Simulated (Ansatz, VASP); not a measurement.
Two plane-wave programs on Mg

```
Mg
1.0
     1.86963   -3.98983    0.00000
     1.86963    3.98983    0.00000
     0.00000    0.00000    6.01001
Mg
2
Cartesian
  1.8696 -1.9949 2.1146
  1.8696 1.9949 3.8954
```

Alike in both runs: task relaxation of cell and atoms; functional PBE; k mesh 6 × 6 × 4; occupations gaussian, width 0.1 eV; no spin polarisation.

```csv
,VASP,Ansatz
version,VASP 6.6.1,Ansatz 0.2.0
potentials or method,"VASP PAW PBE potentials, release 64 (Mg), cutoff 600 eV","scalar-relativistic, plane waves, PAW"
valence electrons in the cell,4,20
```

Ansatz gave:

- gap on the k mesh at the Fermi level, each at its own relaxed structure (eV): none
- relaxed volume (Å³/atom): 22.87
- relaxed cell length with the largest relative difference (Å): 5.187

Q: Estimate VASP's values.

A: gap on the k mesh at the Fermi level, each at its own relaxed structure (eV): none; relaxed volume (Å³/atom): 22.85; relaxed cell length with the largest relative difference (Å): 5.206.

A gap of «none» marks a metal or a gap that the smearing closes. VASP's potentials hold 4 valence electrons a cell and Ansatz's 20, so a difference there can come from the potentials and not from the codes.

Noted on VASP's run: the volume moved by over 15 % at a fixed basis, so the end points are rough.
